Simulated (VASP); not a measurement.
Si4B:

```
Si B
1.0
     3.45728    0.00000    0.00000
    -1.72864    2.99409    0.00000
     0.00000    0.00000    6.81200
Si B
4 1
Direct
  0.50000 0.00000 0.00000
  0.00000 0.50000 0.00000
  0.50000 0.50000 0.00000
  0.00000 0.00000 0.50000
  0.00000 0.00000 0.00000
```

The cell was built from a structure type or drawn by symmetry, and may not be a known phase.

```yaml
Program: VASP 6.6.1
Task: relaxation of cell and atoms
Functional: PBE
Potentials_or_basis: VASP PAW PBE potentials, release 64 (Si, B)
Cutoff: 600 eV
k_mesh: 6 × 6 × 4
Occupations: gaussian, width 0.1 eV
Spin: no spin polarisation
```

At the start: pressure 159.4 GPa; volume 14.10 Å³/atom.

How do energy, volume and symmetry change on relaxing?

Over 24 steps the energy falls by 5372.9 meV/atom and the volume is 16.40 Å³/atom (+16.3 %); space group P6/mmm (No. 191, to 0.1 Å) before and after.

Step by step:
```
step  energy change (eV)  largest force (eV/Å)  pressure (GPa)  volume (Å³)
   1              0.0000                0.0000          159.40        70.51
   2            -15.0578                0.0000           -6.55       284.15
   3            -16.6159                0.0000           -7.36       253.33
   4            -18.0691                0.0000           -8.13       227.36
   5            -23.3689                0.0000           -5.93       138.02
   6            -22.5423                0.0000           12.88       106.85
   7            -23.5376                0.0000           -4.37       130.97
   8            -23.5842                0.0000           -2.56       124.67
   9            -23.5836                0.0000           -2.77       125.91
  10            -23.9200                0.0000           -2.93       119.79
  11            -25.1205                0.0000           -2.59       102.48
  12            -25.8733                0.0000           22.80        67.20
  13            -26.0221                0.0000           -1.13        90.58
  14            -26.4000                0.0000            5.09        78.94
  15            -26.5006                0.0000            8.74        75.32
  16            -26.4217                0.0000           14.46        71.26
  17            -26.5099                0.0000           10.18        74.29
  18            -26.6269                0.0000            9.88        73.93
  19            -26.6279                0.0000            9.92        73.88
  20            -26.7326                0.0000            7.16        75.86
  21            -26.8623                0.0000            0.34        81.69
  22            -26.8626                0.0000            0.06        81.98
  23            -26.8638                0.0000            0.04        81.98
  24            -26.8647                0.0000            0.01        81.99
```

Final structure:
```xyz
5
Lattice="4.9192 0.0000 0.0000 -2.4596 4.2601 0.0000 0.0000 0.0000 3.9123" Properties=species:S:1:pos:R:3 pbc="T T T"
Si    2.4596    0.0000    0.0000
Si    3.6894    2.1301    0.0000
Si    1.2298    2.1301    0.0000
Si    0.0000    0.0000    1.9562
B     0.0000    0.0000    0.0000
```

Caveat: the volume moved by over 15 % at a fixed basis, so the end points are rough.
